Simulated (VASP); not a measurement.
# TiSi2 (Fddd) in VASP: a series of runs

The runs below take TiSi2 through single point, with PBEsol.

All numbers are computed with VASP 6.6.1; they aren't measurements. Logs are shortened: lines on timing, memory, paths and dates and some standing lists are left out, and cuts for length are marked.

### Step 1. The cell of the first run

The structure is orthorhombic, space group Fddd (No. 70). The conventional cell has a = 4.381 Å, b = 7.528 Å, c = 7.816 Å, α = 90.00°, β = 90.00°, γ = 90.00°. Within 3.1 Å of Ti (site symmetry 222) lie 10 Si at 2.33 to 2.53 Å and 4 Ti at 2.93 Å. Within 3.1 Å of Si (site symmetry 2) lie 9 Si at 2.32 to 2.93 Å and 5 Ti at 2.33 to 2.53 Å.

### Step 2. Single point, PBEsol (strain -0.080 along x and y, -0.080 along z)

INCAR

```
ALGO = Normal
EDIFF = 1E-6
ENCUT = 520
GGA = PS
ISIF = 2
ISMEAR = 0
LASPH = T
LCHARG = F
LREAL = F
LWAVE = F
NBANDS = 29
NELM = 80
PREC = Accurate
SIGMA = 0.15
```

KPOINTS

```
k-points
0
Gamma
  14 14 14
```

POSCAR

```
TiSi2
1.0
    0.0000000000      3.7637763917      3.9082032985
    2.1904077985      0.0000000000      3.9082032985
    2.1904077985      3.7637763917      0.0000000000
Ti Si
2 4
Direct
    0.7500000000      0.7500000000      0.7500000000
    0.5000000000      0.5000000000      0.5000000000
    0.0861670624      0.4138329376      0.0861670624
    0.4138329376      0.0861670624      0.4138329376
    0.1638329376      0.8361670624      0.1638329376
    0.8361670624      0.1638329376      0.8361670624
```

Potentials or basis: VASP PAW PBE potentials, release 64 (Ti_sv, Si).

Command:

```console
$ cat potpaw_PBE.64/Ti_sv/POTCAR potpaw_PBE.64/Si/POTCAR > POTCAR
$ mpirun -np 1 vasp_std > vasp.out
```

OUTCAR:

```text
EDIFF = 1E-6
   ENCUT = 520
   GGA = PS
   ISIF = 2
   ISMEAR = 0
   LASPH = T
   LREAL = F
   NELM = 80
   PREC = Accurate

 ion  position               nearest neighbor table
   1  0.750  0.750  0.750-   6 2.33   5 2.33   6 2.33   5 2.33   4 2.51   4 2.51   3 2.51   3 2.51
                             3 2.53   4 2.53
   2  0.500  0.500  0.500-   3 2.33   4 2.33   3 2.33   4 2.33   5 2.51   5 2.51   6 2.51   6 2.51
                             5 2.53   6 2.53
   3  0.086  0.414  0.086-   5 2.32   5 2.32   2 2.33   2 2.33   4 2.47   1 2.51   1 2.51   1 2.53
                             4 2.55   4 2.55   6 2.93   6 2.93   6 2.93   6 2.93
   4  0.414  0.086  0.414-   6 2.32   6 2.32   2 2.33   2 2.33   3 2.47   1 2.51   1 2.51   1 2.53
                             3 2.55   3 2.55   5 2.93   5 2.93   5 2.93   5 2.93
   5  0.164  0.836  0.164-   3 2.32   3 2.32   1 2.33   1 2.33   6 2.47   2 2.51   2 2.51   2 2.53
                             6 2.55   6 2.55   4 2.93   4 2.93   4 2.93   4 2.93
   6  0.836  0.164  0.836-   4 2.32   4 2.32   1 2.33   1 2.33   5 2.47   2 2.51   2 2.51   2 2.53
                             5 2.55   5 2.55   3 2.93   3 2.93   3 2.93   3 2.93

  LATTYP: Found a face centered orthorhombic cell.
 ALAT       =     4.3808155970
 B/A-ratio  =     1.7182993935
 C/A-ratio  =     1.7842354749

  Lattice vectors:

 A1 = (   0.0000000000,   3.7637763917,   3.9082032985)
 A2 = (   2.1904077985,   0.0000000000,   3.9082032985)
 A3 = (   2.1904077985,   3.7637763917,   0.0000000000)

Analysis of symmetry for initial positions (statically):
=====================================================================
 Subroutine PRICEL returns:
 Original cell was already a primitive cell.

 Routine SETGRP: Setting up the symmetry group for a
 face centered orthorhombic supercell.

 Subroutine GETGRP returns: Found  8 space group operations
 (whereof  4 operations were pure point group operations)
 out of a pool of  8 trial point group operations.

The static configuration has the point symmetry D_2 .
 The point group associated with its full space group is D_2h.

Analysis of symmetry for dynamics (positions and initial velocities):
=====================================================================
 Subroutine PRICEL returns:
 Original cell was already a primitive cell.

 Routine SETGRP: Setting up the symmetry group for a
 face centered orthorhombic supercell.

 Subroutine GETGRP returns: Found  8 space group operations
 (whereof  4 operations were pure point group operations)
 out of a pool of  8 trial point group operations.

The dynamic configuration has the point symmetry D_2 .
 The point group associated with its full space group is D_2h.

 Subroutine INISYM returns: Found  8 space group operations
 (whereof  4 operations are pure point group operations),
 and found     1 'primitive' translations

----------------------------------------------------------------------------------------

                                     Primitive cell

  volume of cell :      64.4401

  direct lattice vectors                    reciprocal lattice vectors
     0.000000000  3.763776392  3.908203299    -0.228267997  0.132845299  0.127936026
     2.190407798  0.000000000  3.908203299     0.228267997 -0.132845299  0.127936026
     2.190407798  3.763776392  0.000000000     0.228267997  0.132845299 -0.127936026

  length of vectors
     5.425870045  4.480171799  4.354755912     0.293465123  0.293465123  0.293465123

  position of ions in fractional coordinates (direct lattice)
     0.750000000  0.750000000  0.750000000
     0.500000000  0.500000000  0.500000000
     0.086167062  0.413832938  0.086167062
     0.413832938  0.086167062  0.413832938
     0.163832938  0.836167062  0.163832938
     0.836167062  0.163832938  0.836167062

  ion indices of the primitive-cell ions
   primitive index   ion index
                 1           1
                 2           2
                 3           3
                 4           4
                 5           5
                 6           6

----------------------------------------------------------------------------------------

 KPOINTS: k-points

Automatic generation of k-mesh.
 Grid dimensions read from file:
 generate k-points for:   14   14   14

 Generating k-lattice:

  Cartesian coordinates                     Fractional coordinates (reciprocal lattice)
    -0.016304857  0.009488950  0.009138288     0.071428571  0.000000000  0.000000000
     0.016304857 -0.009488950  0.009138288     0.000000000  0.071428571  0.000000000
     0.016304857  0.009488950 -0.009138288    -0.000000000 -0.000000000  0.071428571

  Length of vectors
     0.020961795  0.020961795  0.020961795

  Shift w.r.t. Gamma in fractional coordinates (k-lattice)
     0.000000000  0.000000000  0.000000000

 Subroutine IBZKPT returns following result:
 ===========================================

 Found    428 irreducible k-points:

 Following reciprocal coordinates:
            Coordinates               Weight
  0.000000  0.000000  0.000000      1.000000
  0.071429  0.000000 -0.000000      8.000000
  0.142857  0.000000 -0.000000      8.000000
  0.214286  0.000000  0.000000      8.000000
  0.285714  0.000000 -0.000000      8.000000
  0.357143 -0.000000 -0.000000      8.000000
[... 16 lines left out ...]
  0.214286  0.142857  0.000000      8.000000
  0.285714  0.142857 -0.000000      8.000000
 [... further k-points ...]
   k-points           NKPTS =    428   k-points in BZ     NKDIM =    428   number of bands    NBANDS=     29
   number of dos      NEDOS =    301   number of ions     NIONS =      6
   total plane-waves  NPLWV =  46080
   dimension x,y,z NGX =    40 NGY =   36 NGZ =   32
   dimension x,y,z NGXF=    80 NGYF=   72 NGZF=   64
   ions per type =               2   4
   NGX,Y,Z   is equivalent  to a cutoff of  12.26, 13.36, 12.22 a.u.
   NGXF,Y,Z  is equivalent  to a cutoff of  24.51, 26.72, 24.43 a.u.
 SYSTEM =  unknown system
   PREC   = accura    normal or accurate (medium, high low for compatibility)
   ISTART =      0    job   : 0-new  1-cont  2-samecut
   ICHARG =      2    charge: 1-file 2-atom 10-const
   ISPIN  =      1    spin polarized calculation?
   LNONCOLLINEAR =      F non collinear calculations
   LSORBIT =      F    spin-orbit coupling
   LASPH  =      T    aspherical Exc in radial PAW
   ENCUT  =  520.0 eV  38.22 Ry    6.18 a.u.  10.09  8.33  8.10*2*pi/ulx,y,z
   NELM   =     80;   NELMIN=  2; NELMDL= -5     # of ELM steps
   EDIFF  = 0.1E-05   stopping-criterion for ELM
   LREAL  =      F    real-space projection
   EDIFFG = 0.1E-04   stopping-criterion for IOM
   NSW    =      0    number of steps for IOM
   IBRION =     -1    ionic relax: 0-MD 1-quasi-New 2-CG
   NFREE  =      0    steps in history (QN), initial steepest desc. (CG)
   ISIF   =      2    stress and relaxation
   ISYM   =      2    0-nonsym 1-usesym 2-fastsym
   POTIM  = 0.5000    time-step for ionic-motion
   TEBEG  =    0.0;   TEEND  =   0.0 temperature during run
   PSTRESS=    0.0 pullay stress
   NELECT =      40.0000    total number of electrons
   NUPDOWN=      -1.0000    fix difference up-down
   EMIN   =  10.00;   EMAX   =-10.00  energy-range for DOS
   EFERMI =   0.00;   METHOD = LEGACY
   ISMEAR =     0;   SIGMA  =   0.15  broadening in eV -4-tet -1-fermi 0-gaus
   EFERMI_NEDOS =   21; number of points for ismear=-14 and -15
   IALGO  =     38    algorithm
   IMIX   =      4    mixing-type and parameters
     AMIX     =   0.40;   BMIX     =  1.00
     AMIX_MAG =   1.60;   BMIX_MAG =  1.00
  volume/ion in A,a.u.               =      10.74        72.48
  Fermi-wavevector in a.u.,A,eV,Ry     =   1.396506  2.639014 26.534482  1.950229
  Thomas-Fermi vector in A             =   2.519854
   LORBIT       =      0    0 simple, 1 ext, 2 COOP (PROOUT), +10 PAW based schemes
   GGA     = PS    functional components
   LHFCALC =     F    Hartree Fock is set to
   AEXX    =    0.0000 exact exchange contribution
   IVDW    =     0    specifies the selected vdW correction
   LEPSILON=     F    determine dielectric tensor
   LRPA    =     F    only Hartree local field effects (RPA)
 non-spin polarized calculation
 Gauss-broadening in eV      SIGMA  =   0.15
  energy-cutoff  :      520.00
  volume of cell :       64.44
 maximum number of plane-waves:      1766
   NGX = 21   NGY = 17   NGZ = 17

 number of electron      40.0000005 magnetization

 Free energy of the ion-electron system (eV)
  ---------------------------------------------------
  ext. energy  EPLUGINS =         0.00000000
  ---------------------------------------------------
  free energy    TOTEN  =       -40.66743802 eV

  energy without entropy =      -40.64878537  energy(sigma->0) =      -40.65811169

 E-fermi :  13.5399     XC(G=0): -13.0437

 val. band max:       13.5366458240   @ k =  -0.2857   0.3571   0.2143
 cond. band min:      13.5401803872   @ k =  -0.3571   0.0714   0.0000
 fundamental gap:      0.0035345631
 Fermi energy:        13.5398828597

 k-point     1 :       0.0000    0.0000    0.0000
  band No.  band energies     occupation
      1     -41.5449      2.00000
      2     -41.4483      2.00000
      3     -18.3005      2.00000
      4     -18.1894      2.00000
      5     -18.0707      2.00000
      6     -18.0381      2.00000
[... 21 lines left out ...]
     28      19.0905      0.00000
     29      19.2132      0.00000

 k-point     2 :       0.0714    0.0000   -0.0000
  band No.  band energies     occupation
      1     -41.5440      2.00000
      2     -41.4492      2.00000
      3     -18.2997      2.00000
      4     -18.1903      2.00000
      5     -18.0736      2.00000
      6     -18.0383      2.00000
[... 21 lines left out ...]
     28      18.7997      0.00000
     29      19.2728      0.00000

 k-point     3 :       0.1429    0.0000   -0.0000
  band No.  band energies     occupation
      1     -41.5411      2.00000
      2     -41.4518      2.00000
      3     -18.2978      2.00000
      4     -18.1928      2.00000
      5     -18.0822      2.00000
      6     -18.0381      2.00000
[... 21 lines left out ...]
     28      18.6896      0.00000
     29      19.4507      0.00000

 k-point     4 :       0.2143    0.0000    0.0000
  band No.  band energies     occupation
      1     -41.5367      2.00000
      2     -41.4558      2.00000
      3     -18.2958      2.00000
      4     -18.1966      2.00000
      5     -18.0960      2.00000
      6     -18.0357      2.00000
[... 21 lines left out ...]
     28      18.9719      0.00000
     29      19.6903      0.00000

 k-point     5 :       0.2857    0.0000   -0.0000
  band No.  band energies     occupation
      1     -41.5313      2.00000
      2     -41.4608      2.00000
      3     -18.2945      2.00000
      4     -18.2016      2.00000
      5     -18.1128      2.00000
      6     -18.0292      2.00000
[... 21 lines left out ...]
     28      19.1691      0.00000
     29      19.8502      0.00000
[... 510 lines left out ...]
     28      18.6987      0.00000
     29      19.3989      0.00000

 k-point    22 :       0.1429    0.1429    0.0000
  band No.  band energies     occupation
      1     -41.5400      2.00000
      2     -41.4530      2.00000
      3     -18.2876      2.00000
      4     -18.1905      2.00000
      5     -18.0846      2.00000
      6     -18.0246      2.00000
[... 21 lines left out ...]
     28      19.1345      0.00000
     29      19.2386      0.00000

 k-point    23 :       0.2143    0.1429    0.0000
  band No.  band energies     occupation
      1     -41.5368      2.00000
      2     -41.4560      2.00000
      3     -18.2814      2.00000
      4     -18.1912      2.00000
      5     -18.0942      2.00000
      6     -18.0183      2.00000
[... 21 lines left out ...]
     28      19.1088      0.00000
     29      19.5014      0.00000

 k-point    24 :       0.2857    0.1429   -0.0000
  band No.  band energies     occupation
      1     -41.5321      2.00000
      2     -41.4604      2.00000
      3     -18.2770      2.00000
      4     -18.1925      2.00000
      5     -18.1098      2.00000
      6     -18.0118      2.00000
[... 21 lines left out ...]
     28      19.2269      0.00000
     29      19.7016      0.00000

 [... further k-points ...]

------------------------ aborting loop because EDIFF is reached ----------------------------------------

  FORCE on cell =-STRESS in cart. coord.  units (eV):
  Direction    XX          YY          ZZ          XY          YZ          ZX
  --------------------------------------------------------------------------------------
  -------------------------------------------------------------------------------------
  Total       25.7836379     22.3047149     30.6162922      0.0000000      0.0000000      0.0000000
  in kB      641.0602405    554.5635551    761.2148342      0.0000000      0.0000000      0.0000000
  external PRESSURE =     652.2795433 kB  Pullay stress =       0.0000000 kB

 VOLUME and BASIS-vectors are now :
 -----------------------------------------------------------------------------
  energy-cutoff  :      520.00
  volume of cell :       64.44
      direct lattice vectors                 reciprocal lattice vectors
     0.000000000  3.763776392  3.908203299    -0.228267997  0.132845299  0.127936026
     2.190407798  0.000000000  3.908203299     0.228267997 -0.132845299  0.127936026
     2.190407798  3.763776392  0.000000000     0.228267997  0.132845299 -0.127936026

 POSITION                                       TOTAL-FORCE (eV/Angst)
 -----------------------------------------------------------------------------------
      3.28561      5.64566      5.86230        -0.000000      0.000000     -0.000000
      2.19041      3.76378      3.90820         0.000000      0.000000      0.000000
      1.09520      0.64863      1.95410         0.000000     -0.168365     -0.000000
      1.09520      3.11515      1.95410         0.000000      0.168365     -0.000000
      2.19041      1.23326      3.90820        -0.000000      0.168365      0.000000
      2.19041      6.29429      3.90820        -0.000000     -0.168365      0.000000
 -----------------------------------------------------------------------------------
    total drift:                               -0.000000     -0.000000      0.000000

  FREE ENERGIE OF THE ION-ELECTRON SYSTEM (eV)
  ---------------------------------------------------
  free  energy   TOTEN  =       -40.6674380183 eV

  energy  without entropy=      -40.6487853674  energy(sigma->0) =      -40.65811169
```

Wall time 18 min (1 thread of Intel Xeon 6975P-C (Granite Rapids), shared host); peak memory 0.69 GiB.

What came out:

| Property | Result |
| --- | --- |
| Free energy | -40.6674 eV |
| Pressure | 65.2 GPa |
| Largest force | 0.168 eV/Å |
| Band gap on the k mesh | zero (bands 20 and 21 overlap by 2.34 eV) |

Forces on the atoms (eV/Å):
```
Ti   0.000  0.000  0.000
Ti   0.000  0.000  0.000
Si   0.000 -0.168  0.000
Si   0.000  0.168  0.000
Si   0.000  0.168  0.000
Si   0.000 -0.168  0.000
```

Stress tensor (GPa, compression positive):
```
64.11  0.00  0.00
 0.00 55.46  0.00
 0.00  0.00 76.12
```

Levels at points of the mesh, in eV from the Fermi level:
| k point | band 18 | band 19 | band 20 | band 21 | band 22 | band 23 |
| --- | --- | --- | --- | --- | --- | --- |
| (0.00, 0.00, 0.00) | -1.88 | -1.69 | -1.37 | -1.27 | 2.85 | 4.12 |
| (0.50, 0.00, 0.00) | -1.41 | -0.17 | 0.16 | 1.41 | 1.97 | 2.35 |
| (0.50, 0.50, 0.00) | -1.59 | -1.24 | -1.24 | 0.99 | 0.99 | 4.23 |
| (0.50, 0.00, 0.50) | -2.26 | -1.12 | -1.12 | 1.69 | 1.69 | 4.78 |
| (0.00, 0.50, 0.50) | -1.25 | -0.78 | -0.78 | 1.10 | 1.10 | 3.28 |

Caveat: the cell differs from its parent crystal (strain -0.080 along x and y, -0.080 along z); the stress differs along the axes, from 55 to 76 GPa; the PAW data sets were made with another functional, which shifts forces and pressure a little.

### Step 3. Single point, PBEsol (strain -0.080 along x and y, -0.040 along z)

INCAR

```
SYSTEM = TiSi2
PREC = Accurate ; ENCUT = 520
EDIFF = 1E-6 ; ISMEAR = 0
SIGMA = 0.15 ; LREAL = .FALSE.
LASPH = .TRUE. ; NELM = 60
ALGO = Normal ; ISIF = 2
LWAVE = .FALSE. ; LCHARG = .FALSE.
GGA = PS ; NBANDS = 29
```

KPOINTS

```
Automatic mesh
0
G
  14 14 14
  0 0 0
```

POSCAR: that of step 2 with these lines changed.

```diff
@@ -2,4 +2,4 @@
 1.0
-    0.0000000000      3.7637763917      3.9082032985
-    2.1904077985      0.0000000000      3.9082032985
+    0.0000000000      3.7637763917      4.0781251811
+    2.1904077985      0.0000000000      4.0781251811
     2.1904077985      3.7637763917      0.0000000000
```

Potentials or basis: VASP PAW PBE potentials, release 64 (Ti_sv, Si).

Command:

```console
$ cat potpaw_PBE.64/Ti_sv/POTCAR potpaw_PBE.64/Si/POTCAR > POTCAR
$ mpirun -np 1 vasp_std > vasp.out
```

Run time: 25 min. Hardware: 1 thread of Intel Xeon 6975P-C (Granite Rapids), shared host; peak memory 0.73 GiB.

The run converged. Its results:

```yaml
Free_energy: -41.6623 eV
Pressure: 48.5 GPa
Largest_force: 0.074 eV/Å
Band_gap_on_the_k_mesh: zero (bands 20 and 21 overlap by 2.16 eV)
```

Forces in eV/Å, atoms in the order of the input:
```
Ti   0.000  0.000  0.000
Ti   0.000  0.000  0.000
Si   0.000 -0.074  0.000
Si   0.000  0.074  0.000
Si   0.000  0.074  0.000
Si   0.000 -0.074  0.000
```

Stress tensor (GPa, compression positive):
```
54.47  0.00  0.00
 0.00 51.55  0.00
 0.00  0.00 39.35
```

Levels at points of the mesh, in eV from the Fermi level:
```tsv
k point	band 18	band 19	band 20	band 21	band 22	band 23
(0.00, 0.00, 0.00)	-1.67	-1.53	-1.21	-1.21	2.53	3.93
(0.50, 0.00, 0.00)	-1.21	-0.20	0.19	1.25	1.83	2.10
(0.50, 0.50, 0.00)	-1.47	-1.12	-1.12	0.48	0.48	4.01
(0.50, 0.00, 0.50)	-2.61	-0.93	-0.93	1.61	1.61	4.40
(0.00, 0.50, 0.50)	-1.25	-0.63	-0.63	0.76	0.76	3.09
```

Caveat: the cell differs from its parent crystal (strain -0.080 along x and y, -0.040 along z); the stress differs along the axes, from 39 to 54 GPa; the PAW data sets were made with another functional, which shifts forces and pressure a little.
